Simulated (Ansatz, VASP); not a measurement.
K: VASP beside Ansatz

```
K
1.0
    -2.67036    2.67036    2.61800
     2.67036   -2.67036    2.61800
     2.56564    2.56564   -2.61800
K
1
Cartesian
  0.0000 0.0000 0.0000
```

Change from the starting cell: strain -0.0400 x Voigt [0, 0, 0, 0, 0, 1], atoms carried along.

Alike in both runs: task single point; functional PBEsol; k mesh 14 × 14 × 14; occupations gaussian, width 0.15 eV; no spin polarisation.

```csv
,VASP,Ansatz
version,VASP 6.6.1,Ansatz 0.2.0
potentials or method,"VASP PAW PBE potentials, release 64 (K_sv), cutoff 520 eV","scalar-relativistic, plane waves, PAW"
valence electrons in the cell,9,9
```

|  | VASP | Ansatz | Ansatz less VASP |
| --- | --- | --- | --- |
| gap on the k mesh at the Fermi level (eV) | none | none | - |
| pressure (GPa) | 0.0 | 0.0 | +0.01 |
| traceless stress, the component that is largest in VASP (GPa) | 0.11 | 0.11 | 0.000 |

VASP's potentials were made for PBE, not for PBEsol. A gap of «none» marks a metal or a gap that the smearing closes.
